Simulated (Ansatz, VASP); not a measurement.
Nb: VASP beside Ansatz

```
Nb
1.0
     3.31123    0.00000    0.00000
     0.00000    3.31123    0.00000
     0.00000    0.00000   24.27810
Nb
6
Direct
  0.25000 0.25000 0.33670
  0.75000 0.75000 0.39719
  0.25000 0.25000 0.46415
  0.75000 0.75000 0.53585
  0.25000 0.25000 0.60281
  0.75000 0.75000 0.66330
```

Alike in both runs: task single point; functional PBE; k mesh 10 × 10 × 1; occupations fermi-dirac, width 0.05 eV; no spin polarisation.

|  | VASP | Ansatz |
| --- | --- | --- |
| version | VASP 6.6.1 | Ansatz 0.2.0 |
| potentials or method | VASP PAW PBE potentials, release 64 (Nb_sv) | PAW with Ansatz's default frozen-core files, scalar-relativistic |
| plane-wave cutoff (eV) | 520 | 420 |
| valence electrons in the cell | 78 | 78 |

|  | VASP | Ansatz | Ansatz less VASP |
| --- | --- | --- | --- |
| rms of the force components (eV/Å) | 0.008 | 0.004 | -0.0045 |

Atom by atom the forces differ by 0.006 eV/Å (rms over components). The functional is the same, so the differences come from potentials, cutoffs and numerics.
